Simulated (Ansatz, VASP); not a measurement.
**V: VASP beside Ansatz**

File INCAR:

```
PREC = Accurate ; ENCUT = 520
EDIFF = 1E-7 ; ISMEAR = -1
SIGMA = 0.15 ; LREAL = F
LASPH = T ; NELM = 150
ALGO = Normal ; ISIF = 2
LWAVE = F ; LCHARG = F
ISPIN = 2 ; MAGMOM = 1.5
LORBIT = 11 ; LMAXMIX = 4
GGA = PS ; NBANDS = 16
```

KPOINTS

```
regular mesh
0
Gamma
  9 9 9
```

POSCAR

```
V
1.0
   -1.4753507533      1.4537448630      1.5351500879
    1.4085598046     -1.4475746134      1.4621888897
    1.5648995056      1.5371333824     -1.5289698217
V
1
Direct
    0.0000000000      0.0000000000      0.0000000000
```

Input for Ansatz:

```yaml
crystal:
  lattice:
    - [-1.475350753271669, 1.453744863022453, 1.5351500878974538]
    - [1.4085598046477603, -1.4475746134195244, 1.4621888896706166]
    - [1.5648995056258592, 1.5371333824126807, -1.5289698216555594]
  atoms:
    - { symbol: V, position: [0.0, 0.0, 0.0], spin: 1.5 }
basis:
  ecutwfc: 540.0
  xc_grid: 2
kpoints:
  mp_grid:
    grid: [9, 9, 9]
hamiltonian:
  xc: pbesol
magnetization:
  spin_polarized: true
scf:
  convergence:
    dr2_threshold: 1.0e-09
  occupations:
    method: fermi_dirac
    width: 0.15
output:
  forces: true
  stress: true
```

Alike in both runs: task single point; functional PBEsol; k mesh 9 × 9 × 9; occupations fermi-dirac, width 0.15 eV; collinear spin.

|  | VASP | Ansatz |
| --- | --- | --- |
| version | VASP 6.6.1 | Ansatz 0.2.0 |
| potentials or method | VASP PAW PBE potentials, release 64 (V_sv), cutoff 520 eV | plane waves, PAW |
| valence electrons in the cell | 13 | 13 |

|  | VASP | Ansatz | Ansatz less VASP |
| --- | --- | --- | --- |
| pressure (GPa) | -4.3 | -4.5 | -0.25 |
| traceless stress, the component that is largest in VASP (GPa) | -0.96 | -0.94 | +0.020 |
| net moment per atom (μB) | 0.00 | 0.00 | 0.000 |

VASP's potentials were made for PBE, not for PBEsol. Ansatz's warnings: seeded moment not kept, stress scf threshold loose.
